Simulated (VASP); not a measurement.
## Na: relaxation of shape and atoms at fixed volume with PBE

The system is Na.

```
CELL_PARAMETERS angstrom
2.96641 0.00000 0.00000
-1.48321 2.56899 0.00000
0.00000 0.00000 4.86561
ATOMIC_POSITIONS crystal
Na 0.33333 0.66667 0.25000
Na 0.66667 0.33333 0.75000
```

| Quantity | Value |
| --- | --- |
| Program | VASP 6.6.1 |
| Task | relaxation of shape and atoms at fixed volume |
| Functional | PBE |
| Potentials or basis | VASP PAW PBE potentials, release 64 (Na_pv) |
| Cutoff | 600 eV |
| k mesh | 12 × 12 × 6 |
| Occupations | fermi-dirac, width 0.05 eV |
| Spin | no spin polarisation |
| Dipole correction | no |
| Further INCAR settings | ALGO = Normal; EDIFF = 1e-07; IBRION = 2; EDIFFG = -0.005; NSW = 50; ISIF = 4 |

```
Energy gained by relaxing : 0.0 meV/atom
Ionic steps               : 3
Pressure after relaxing   : 19.6 GPa
Band gap on the k mesh    : zero (band 7 reaches 6.25 eV, above the bottom of band 8 at -0.08 eV)
```

Final structure:
```xyz
2
Lattice="2.9621 0.0000 0.0000 -1.4810 2.5652 0.0000 0.0000 0.0000 4.8798" Properties=species:S:1:pos:R:3 pbc="T T T"
Na    0.0000    1.7102    1.2200
Na    1.4810    0.8551    3.6599
```

Levels at points of the mesh, in eV from the Fermi level:
| k point | band 3 | band 4 | band 5 | band 6 | band 7 | band 8 | band 9 | band 10 | band 11 |
| --- | --- | --- | --- | --- | --- | --- | --- | --- | --- |
| (0.00, 0.00, 0.00) | -24.84 | -24.80 | -24.80 | -24.80 | -5.03 | 0.70 | 1.74 | 14.56 | 14.56 |
| (0.50, 0.00, 0.00) | -24.97 | -24.91 | -24.87 | -24.84 | 0.33 | 0.87 | 4.88 | 5.91 | 6.63 |
| (0.00, 0.00, 0.50) | -24.82 | -24.82 | -24.82 | -24.82 | -3.36 | -3.36 | 8.11 | 8.11 | 15.25 |
| (0.50, 0.00, 0.50) | -24.88 | -24.88 | -24.87 | -24.87 | 1.57 | 1.57 | 2.53 | 2.53 | 10.63 |

Run time: 36 s on 1 thread of Intel(R) Xeon(R) Platinum 8488C (Sapphire Rapids), on a shared host, peak memory 0.17 GiB.
